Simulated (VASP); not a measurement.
# Ta4C in VASP: further runs

The runs below take Ta4C through single point, with PBEsol.

Everything below comes from runs of VASP 6.6.1. Logs are shortened: lines on timing, memory, paths and dates and some standing lists are left out, and cuts for length are marked.

### 1 The cell of the first run

The cell holds a slab with vacuum, 5 atoms: a = 2.841 Å, b = 2.841 Å, c = 25.959 Å, α = 90.00°, β = 90.00°, γ = 109.47°.

### 2 Single point, PBEsol

INCAR reads:

```
SYSTEM = Ta4C
ALGO = Normal
DIPOL = 0.5 0.5 0.504
EDIFF = 1E-6
ENCUT = 520
GGA = PS
IDIPOL = 3
ISIF = 2
ISMEAR = 0
LASPH = .True.
LCHARG = .False.
LDIPOL = .True.
LREAL = .False.
LWAVE = .False.
NBANDS = 32
NELM = 100
PREC = Accurate
SIGMA = 0.1
```

KPOINTS reads:

```
k-points
0
Gamma
  11 11 1
  0 0 0
```

POSCAR reads:

```
Ta4C
1.0
    2.8410132489      0.0000000000      0.0000000000
   -0.9470044163      2.6785329784      0.0000000000
    0.0000000000      0.0000000000     25.9590328124
Ta C
4 1
Direct
    0.5000000000      0.5000000000      0.3274390098
    0.0000000000      0.0000000000      0.4167981790
    0.5000000000      0.5000000000      0.5058470961
    0.0000000000      0.0000000000      0.5912937381
    0.3333333333      0.6666666667      0.6798629629
```

Potentials or basis: VASP PAW PBE potentials, release 64 (Ta_pv, C).

Run with:

```
$ cat potpaw_PBE.64/Ta_pv/POTCAR potpaw_PBE.64/C/POTCAR > POTCAR
$ mpirun -np 1 vasp_std > vasp.out
```

OUTCAR:

```text
SYSTEM = Ta4C
   EDIFF = 1E-6
   ENCUT = 520
   GGA = PS
   ISIF = 2
   ISMEAR = 0
   LASPH = .True.
   LREAL = .False.
   NELM = 100
   PREC = Accurate

 ion  position               nearest neighbor table
   1  0.500  0.500  0.327-   2 2.84   2 2.84   2 3.28   2 3.28
   2  0.000  0.000  0.417-   3 2.83   3 2.83   1 2.84   1 2.84   3 3.27   3 3.27   1 3.28   1 3.28

   3  0.500  0.500  0.506-   4 2.76   4 2.76   2 2.83   2 2.83   4 3.21   4 3.21   2 3.27   2 3.27

   4  0.000  0.000  0.591-   3 2.76   3 2.76   5 2.77   3 3.21   3 3.21
   5  0.333  0.667  0.680-   4 2.77

  LATTYP: Found a base centered orthorhombic cell.
 ALAT       =     3.2805195281
 B/A-ratio  =     1.4142135624
 C/A-ratio  =     7.9130858969

  Lattice vectors:

 A1 = (   2.8410132489,   0.0000000000,   0.0000000000)
 A2 = (  -0.9470044163,   2.6785329784,   0.0000000000)
 A3 = (   0.0000000000,   0.0000000000,  25.9590328124)

Analysis of symmetry for initial positions (statically):
=====================================================================
 Subroutine PRICEL returns:
 Original cell was already a primitive cell.

 Routine SETGRP: Setting up the symmetry group for a
 base centered orthorhombic supercell.

 Subroutine GETGRP returns: Found  2 space group operations
 (whereof  2 operations were pure point group operations)
 out of a pool of  8 trial point group operations.

The static configuration has the point symmetry C_1h.

Analysis of symmetry for dynamics (positions and initial velocities):
=====================================================================
 Subroutine PRICEL returns:
 Original cell was already a primitive cell.

 Routine SETGRP: Setting up the symmetry group for a
 base centered orthorhombic supercell.

 Subroutine GETGRP returns: Found  2 space group operations
 (whereof  2 operations were pure point group operations)
 out of a pool of  8 trial point group operations.

The dynamic configuration has the point symmetry C_1h.

 Subroutine INISYM returns: Found  2 space group operations
 (whereof  2 operations are pure point group operations),
 and found     1 'primitive' translations

----------------------------------------------------------------------------------------

                                     Primitive cell

  volume of cell :     197.5417

  direct lattice vectors                    reciprocal lattice vectors
     2.841013249  0.000000000  0.000000000     0.351987095  0.124446231  0.000000000
    -0.947004416  2.678532978  0.000000000     0.000000000  0.373338693  0.000000000
[... 101 lines left out ...]
   PSTRESS=    0.0 pullay stress
   NELECT =      48.0000    total number of electrons
   NUPDOWN=      -1.0000    fix difference up-down
   EMIN   =  10.00;   EMAX   =-10.00  energy-range for DOS
   EFERMI =   0.00;   METHOD = LEGACY
   ISMEAR =     0;   SIGMA  =   0.10  broadening in eV -4-tet -1-fermi 0-gaus
   EFERMI_NEDOS =   21; number of points for ismear=-14 and -15
   IALGO  =     38    algorithm
   IMIX   =      4    mixing-type and parameters
     AMIX     =   0.40;   BMIX     =  1.00
     AMIX_MAG =   1.60;   BMIX_MAG =  1.00
  volume/ion in A,a.u.               =      39.51       266.62
  Fermi-wavevector in a.u.,A,eV,Ry     =   1.021572  1.930491 14.199168  1.043609
  Thomas-Fermi vector in A             =   2.155204
   LORBIT       =      0    0 simple, 1 ext, 2 COOP (PROOUT), +10 PAW based schemes
   GGA     = PS    functional components
   LHFCALC =     F    Hartree Fock is set to
   AEXX    =    0.0000 exact exchange contribution
   IVDW    =     0    specifies the selected vdW correction
   LEPSILON=     F    determine dielectric tensor
   LRPA    =     F    only Hartree local field effects (RPA)
 non-spin polarized calculation
 Gauss-broadening in eV      SIGMA  =   0.10
  energy-cutoff  :      520.00
  volume of cell :      197.54
 maximum number of plane-waves:      5364
 NGX is ok and might be reduce to    24
   NGX = 11   NGY = 11   NGZ = 97

 dipolmoment           0.000000      0.000000     -0.126298 electrons x Angstroem

 number of electron      48.0000007 magnetization

 dipolmoment           0.000000      0.000000      0.086084 electrons x Angstroem

 Free energy of the ion-electron system (eV)
  ---------------------------------------------------
  ext. energy  EPLUGINS =         0.00000000
  ---------------------------------------------------
  free energy    TOTEN  =       -52.78312411 eV

  energy without entropy =      -52.75016388  energy(sigma->0) =      -52.76664399

 E-fermi :  -1.2793     XC(G=0):  -5.9882

 val. band max:       -1.2855887529   @ k =   0.3636   0.1818   0.0000
 cond. band min:      -1.2677437092   @ k =   0.3636   0.0909   0.0000
 fundamental gap:      0.0178450438
 Fermi energy:        -1.2792589201

 k-point     1 :       0.0000    0.0000    0.0000
  band No.  band energies     occupation
      1     -35.6190      2.00000
      2     -35.4772      2.00000
      3     -34.9355      2.00000
      4     -34.8851      2.00000
      5     -34.8688      2.00000
      6     -34.6532      2.00000
[... 829 lines left out ...]
     31       0.7312      0.00000
     32       0.8773      0.00000

 [... further k-points ...]

------------------------ aborting loop because EDIFF is reached ----------------------------------------

 vacuum level on the upper side and lower side of the slab       (xc-potential included)         0.947        -1.013

  FORCE on cell =-STRESS in cart. coord.  units (eV):
  Direction    XX          YY          ZZ          XY          YZ          ZX
  --------------------------------------------------------------------------------------
  -------------------------------------------------------------------------------------
  Total       -5.4492672     -5.2594243     -6.1800496      0.2684784      0.1086089     -0.1535965
  in kB      -44.1967081    -42.6569723    -50.1237758      2.1775153      0.8808813     -1.2457562
  external PRESSURE =     -45.6591521 kB  Pullay stress =       0.0000000 kB

 VOLUME and BASIS-vectors are now :
 -----------------------------------------------------------------------------
  energy-cutoff  :      520.00
  volume of cell :      197.54
      direct lattice vectors                 reciprocal lattice vectors
     2.841013249  0.000000000  0.000000000     0.351987095  0.124446231  0.000000000
    -0.947004416  2.678532978  0.000000000     0.000000000  0.373338693  0.000000000
     0.000000000  0.000000000 25.959032812     0.000000000  0.000000000  0.038522236

 POSITION                                       TOTAL-FORCE (eV/Angst)
 -----------------------------------------------------------------------------------
      0.94700      1.33927      8.50000         0.006177     -0.004368      0.531989
      0.00000      0.00000     10.81968         0.013963     -0.009873     -0.591988
      0.94700      1.33927     13.13130         0.005219     -0.003690     -0.341796
      0.00000      0.00000     15.34941        -0.009507      0.006723      2.990155
      0.31567      1.78569     17.64858        -0.015852      0.011209     -2.588361
 -----------------------------------------------------------------------------------
    total drift:                               -0.000132      0.000093      0.000514

  FREE ENERGIE OF THE ION-ELECTRON SYSTEM (eV)
  ---------------------------------------------------
  free  energy   TOTEN  =       -52.7831241089 eV

  energy  without entropy=      -52.7501638796  energy(sigma->0) =      -52.76664399

 vacuum level on the upper side and lower side of the slab         5.676         3.630
```

Wall time 19 min (1 thread of Intel Xeon 8259CL, shared host); peak memory 0.44 GiB.

Results:

```yaml
Free_energy: -52.7831 eV
Largest_force: 2.990 eV/Å
Band_gap_on_the_k_mesh: zero (bands 24 and 25 overlap by 1.11 eV)
```

Forces on the atoms (eV/Å):
```
Ta   0.006 -0.004  0.532
Ta   0.014 -0.010 -0.592
Ta   0.005 -0.004 -0.342
Ta  -0.010  0.007  2.990
C   -0.016  0.011 -2.588
```

Levels at points of the mesh, in eV from the Fermi level:
```
           k point  band 22  band 23  band 24  band 25  band 26  band 27
(0.00, 0.00, 0.00)    -0.34     0.32     0.43     0.63     0.99     1.12
```

Caveat: the PAW data sets were made with another functional, which shifts forces and pressure a little; spin-orbit coupling is left out, which moves the levels of the heavy elements.

### 3 Single point, PBEsol

INCAR reads:

```
PREC = Accurate
ENCUT = 520
EDIFF = 1E-6
ISMEAR = 0
SIGMA = 0.1
LREAL = False
LASPH = True
NELM = 100
ALGO = Normal
ISIF = 2
LWAVE = False
LCHARG = False
LDIPOL = True
IDIPOL = 3
DIPOL = 0.5 0.5 0.491
GGA = PS
NBANDS = 32
```

KPOINTS reads:

```
Automatic mesh
0
Gamma
  11 11 1
```

Edit POSCAR of step 2 so:

```diff
@@ -12,2 +12,2 @@
     0.0000000000      0.0000000000      0.5912937381
-    0.3333333333      0.6666666667      0.6798629629
+    0.3333333333      0.6666666667      0.6124490491
```

Potentials or basis: VASP PAW PBE potentials, release 64 (Ta_pv, C).

Run with:

```
$ cat potpaw_PBE.64/Ta_pv/POTCAR potpaw_PBE.64/C/POTCAR > POTCAR
$ mpirun -np 1 vasp_std > vasp.out
```

OUTCAR:

```text
PREC = Accurate
   ENCUT = 520
   EDIFF = 1E-6
   ISMEAR = 0
   LREAL = False
   LASPH = True
   NELM = 100
   ISIF = 2
   GGA = PS

 ion  position               nearest neighbor table
   1  0.500  0.500  0.327-   2 2.84   2 2.84   2 3.28   2 3.28
   2  0.000  0.000  0.417-   3 2.83   3 2.83   1 2.84   1 2.84   3 3.27   3 3.27   1 3.28   1 3.28

   3  0.500  0.500  0.506-   4 2.76   4 2.76   2 2.83   2 2.83   4 3.21   4 3.21   2 3.27   2 3.27

   4  0.000  0.000  0.591-   5 1.64   5 1.89   5 1.89   3 2.76   3 2.76   3 3.21   3 3.21
   5  0.333  0.667  0.612-   4 1.64   4 1.89   4 1.89

  LATTYP: Found a base centered orthorhombic cell.
 ALAT       =     3.2805195281
 B/A-ratio  =     1.4142135624
 C/A-ratio  =     7.9130858969

  Lattice vectors:

 A1 = (   2.8410132489,   0.0000000000,   0.0000000000)
 A2 = (  -0.9470044163,   2.6785329784,   0.0000000000)
 A3 = (   0.0000000000,   0.0000000000,  25.9590328124)

Analysis of symmetry for initial positions (statically):
=====================================================================
 Subroutine PRICEL returns:
 Original cell was already a primitive cell.

 Routine SETGRP: Setting up the symmetry group for a
 base centered orthorhombic supercell.

 Subroutine GETGRP returns: Found  2 space group operations
 (whereof  2 operations were pure point group operations)
 out of a pool of  8 trial point group operations.

The static configuration has the point symmetry C_1h.

Analysis of symmetry for dynamics (positions and initial velocities):
=====================================================================
 Subroutine PRICEL returns:
 Original cell was already a primitive cell.

 Routine SETGRP: Setting up the symmetry group for a
 base centered orthorhombic supercell.

 Subroutine GETGRP returns: Found  2 space group operations
 (whereof  2 operations were pure point group operations)
 out of a pool of  8 trial point group operations.

The dynamic configuration has the point symmetry C_1h.

 Subroutine INISYM returns: Found  2 space group operations
 (whereof  2 operations are pure point group operations),
 and found     1 'primitive' translations

----------------------------------------------------------------------------------------

                                     Primitive cell

  volume of cell :     197.5417

  direct lattice vectors                    reciprocal lattice vectors
     2.841013249  0.000000000  0.000000000     0.351987095  0.124446231  0.000000000
    -0.947004416  2.678532978  0.000000000     0.000000000  0.373338693  0.000000000
     0.000000000  0.000000000 25.959032812     0.000000000  0.000000000  0.038522236

  length of vectors
     2.841013249  2.841013249 25.959032812     0.373338693  0.373338693  0.038522236

  position of ions in fractional coordinates (direct lattice)
     0.500000000  0.500000000  0.327439010
     0.000000000  0.000000000  0.416798179
     0.500000000  0.500000000  0.505847096
     0.000000000  0.000000000  0.591293738
     0.333333333  0.666666667  0.612449049

  ion indices of the primitive-cell ions
   primitive index   ion index
                 1           1
                 2           2
                 3           3
                 4           4
                 5           5
[... 52 lines left out ...]
 -0.181818  0.181818  0.000000      2.000000
 [... further k-points ...]
   k-points           NKPTS =     36   k-points in BZ     NKDIM =     36   number of bands    NBANDS=     32
   number of dos      NEDOS =    301   number of ions     NIONS =      5
   total plane-waves  NPLWV = 112896
   dimension x,y,z NGX =    24 NGY =   24 NGZ =  196
   dimension x,y,z NGXF=    48 NGYF=   48 NGZF=  392
   ions per type =               4   1
   NGX,Y,Z   is equivalent  to a cutoff of  14.04, 14.04, 12.55 a.u.
   NGXF,Y,Z  is equivalent  to a cutoff of  28.09, 28.09, 25.10 a.u.
 SYSTEM =  unknown system
   PREC   = accura    normal or accurate (medium, high low for compatibility)
   ISTART =      0    job   : 0-new  1-cont  2-samecut
   ICHARG =      2    charge: 1-file 2-atom 10-const
   ISPIN  =      1    spin polarized calculation?
   LNONCOLLINEAR =      F non collinear calculations
   LSORBIT =      F    spin-orbit coupling
   LASPH  =      T    aspherical Exc in radial PAW
   ENCUT  =  520.0 eV  38.22 Ry    6.18 a.u.   5.28  5.28 48.27*2*pi/ulx,y,z
   NELM   =    100;   NELMIN=  2; NELMDL= -5     # of ELM steps
   EDIFF  = 0.1E-05   stopping-criterion for ELM
   LREAL  =      F    real-space projection
   EDIFFG = 0.1E-04   stopping-criterion for IOM
   NSW    =      0    number of steps for IOM
   IBRION =     -1    ionic relax: 0-MD 1-quasi-New 2-CG
   NFREE  =      0    steps in history (QN), initial steepest desc. (CG)
   ISIF   =      2    stress and relaxation
   ISYM   =      2    0-nonsym 1-usesym 2-fastsym
   POTIM  = 0.5000    time-step for ionic-motion
   TEBEG  =    0.0;   TEEND  =   0.0 temperature during run
   PSTRESS=    0.0 pullay stress
   NELECT =      48.0000    total number of electrons
   NUPDOWN=      -1.0000    fix difference up-down
   EMIN   =  10.00;   EMAX   =-10.00  energy-range for DOS
   EFERMI =   0.00;   METHOD = LEGACY
   ISMEAR =     0;   SIGMA  =   0.10  broadening in eV -4-tet -1-fermi 0-gaus
   EFERMI_NEDOS =   21; number of points for ismear=-14 and -15
   IALGO  =     38    algorithm
   IMIX   =      4    mixing-type and parameters
     AMIX     =   0.40;   BMIX     =  1.00
     AMIX_MAG =   1.60;   BMIX_MAG =  1.00
  volume/ion in A,a.u.               =      39.51       266.62
  Fermi-wavevector in a.u.,A,eV,Ry     =   1.021572  1.930491 14.199168  1.043609
  Thomas-Fermi vector in A             =   2.155204
   LORBIT       =      0    0 simple, 1 ext, 2 COOP (PROOUT), +10 PAW based schemes
   GGA     = PS    functional components
   LHFCALC =     F    Hartree Fock is set to
   AEXX    =    0.0000 exact exchange contribution
   IVDW    =     0    specifies the selected vdW correction
   LEPSILON=     F    determine dielectric tensor
   LRPA    =     F    only Hartree local field effects (RPA)
 non-spin polarized calculation
 Gauss-broadening in eV      SIGMA  =   0.10
  energy-cutoff  :      520.00
  volume of cell :      197.54
 maximum number of plane-waves:      5364
 NGX is ok and might be reduce to    24
   NGX = 11   NGY = 11   NGZ = 97

 dipolmoment           0.000000      0.000000      1.148705 electrons x Angstroem

 number of electron      48.0000007 magnetization

 dipolmoment           0.000000      0.000000     -0.008596 electrons x Angstroem

 Free energy of the ion-electron system (eV)
  ---------------------------------------------------
  ext. energy  EPLUGINS =         0.00000000
  ---------------------------------------------------
  free energy    TOTEN  =       -53.61517920 eV

  energy without entropy =      -53.59573735  energy(sigma->0) =      -53.60545828

 E-fermi :  -0.6509     XC(G=0):  -5.5194

 val. band max:       -0.6577007387   @ k =  -0.3636   0.3636   0.0000
 cond. band min:      -0.6315441979   @ k =  -0.1818   0.1818   0.0000
 fundamental gap:      0.0261565408
 Fermi energy:        -0.6509340360

 k-point     1 :       0.0000    0.0000    0.0000
  band No.  band energies     occupation
      1     -35.0051      2.00000
      2     -34.7576      2.00000
      3     -34.2793      2.00000
      4     -34.2529      2.00000
      5     -34.0352      2.00000
      6     -34.0332      2.00000
[... 829 lines left out ...]
     31       1.3876      0.00000
     32       2.7102      0.00000

 [... further k-points ...]

------------------------ aborting loop because EDIFF is reached ----------------------------------------

 vacuum level on the upper side and lower side of the slab       (xc-potential included)        -0.198         0.002

  FORCE on cell =-STRESS in cart. coord.  units (eV):
  Direction    XX          YY          ZZ          XY          YZ          ZX
  --------------------------------------------------------------------------------------
  -------------------------------------------------------------------------------------
  Total       24.3236830     19.8825290      7.2730661     -6.2807402     -3.5654151      5.0422630
  in kB      197.2791338    161.2588071     58.9887712    -50.9404345    -28.9175784     40.8956685
  external PRESSURE =     139.1755707 kB  Pullay stress =       0.0000000 kB

 VOLUME and BASIS-vectors are now :
 -----------------------------------------------------------------------------
  energy-cutoff  :      520.00
  volume of cell :      197.54
      direct lattice vectors                 reciprocal lattice vectors
     2.841013249  0.000000000  0.000000000     0.351987095  0.124446231  0.000000000
    -0.947004416  2.678532978  0.000000000     0.000000000  0.373338693  0.000000000
     0.000000000  0.000000000 25.959032812     0.000000000  0.000000000  0.038522236

 POSITION                                       TOTAL-FORCE (eV/Angst)
 -----------------------------------------------------------------------------------
      0.94700      1.33927      8.50000         0.021215     -0.015001      0.369076
      0.00000      0.00000     10.81968        -0.036731      0.025973     -0.073373
      0.94700      1.33927     13.13130         0.040060     -0.028326     -2.645889
      0.00000      0.00000     15.34941        -9.329630      6.597044     -4.259817
      0.31567      1.78569     15.89858         9.305086     -6.579689      6.610003
 -----------------------------------------------------------------------------------
    total drift:                                0.000017     -0.000012      0.000398

  FREE ENERGIE OF THE ION-ELECTRON SYSTEM (eV)
  ---------------------------------------------------
  free  energy   TOTEN  =       -53.6151792044 eV

  energy  without entropy=      -53.5957373474  energy(sigma->0) =      -53.60545828

 vacuum level on the upper side and lower side of the slab         3.926         4.131
```

stdout:

```text
POSCAR found type information on POSCAR TaC
 POSCAR found :  2 types and       5 ions
 scaLAPACK will be used
 -----------------------------------------------------------------------------
|                                                                             |
|                                                                             |
|     You enforced a specific xc type in the INCAR file but a different       |
|     I HOPE YOU KNOW WHAT YOU ARE DOING!                                     |
|                                                                             |
 -----------------------------------------------------------------------------

 LDA part: xc-table for (Slater+PW92), standard interpolation
 POSCAR, INCAR and KPOINTS ok, starting setup
 FFT: planning ... GRIDC
 FFT: planning ... GRID_SOFT
 FFT: planning ... GRID
 WAVECAR not read
 entering main loop
```

Wall time 20 min (1 thread of Intel Xeon 8259CL, shared host); peak memory 0.44 GiB.

What came out:

```
Free energy            : -53.6152 eV
Largest force          : 13.175 eV/Å
Band gap on the k mesh : zero (bands 24 and 25 overlap by 1.26 eV)
```

Forces on the atoms (eV/Å):
```
Ta   0.021 -0.015  0.369
Ta  -0.037  0.026 -0.073
Ta   0.040 -0.028 -2.646
Ta  -9.330  6.597 -4.260
C    9.305 -6.580  6.610
```

Levels at points of the mesh, in eV from the Fermi level:
| k point | band 22 | band 23 | band 24 | band 25 | band 26 | band 27 |
| --- | --- | --- | --- | --- | --- | --- |
| (0.00, 0.00, 0.00) | -0.40 | -0.21 | 0.17 | 0.45 | 0.76 | 0.97 |

Caveat: the PAW data sets were made with another functional, which shifts forces and pressure a little; spin-orbit coupling is left out, which moves the levels of the heavy elements.
